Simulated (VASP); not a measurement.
The system is InAs.

```
In As
1.0
     0.00000    2.84143    2.84143
     2.84143    0.00000    2.84143
     2.84143    2.84143    0.00000
In As
1 1
Direct
  0.00000 0.00000 0.00000
  0.50000 0.50000 0.50000
```

Base run:

| Property | Result |
| --- | --- |
| Program | VASP 6.6.1 |
| Functional | PBE |
| Potentials or basis | VASP PAW PBE potentials, release 64 (In_d, As) |
| Cutoff | 520 eV |
| k mesh | 6 × 6 × 6 |
| Occupations | fermi-dirac, width 0.02 eV |
| Spin | no spin polarisation |

Its results: band gap on the k mesh zero (band 9 reaches 6.73 eV, above the bottom of band 10 at 4.00 eV); pressure 2.6 GPa.

Q: The run is repeated on the same cell with these changes: functional from PBE to r2SCAN. What comes out?

A: Band gap on the k mesh zero (band 9 reaches 6.52 eV, above the bottom of band 10 at 3.72 eV); pressure 0.2 GPa.

Caveats: spin-orbit coupling is left out, which moves the levels of the heavy elements; the PAW data sets were made with another functional, which shifts forces and pressure a little (some runs).
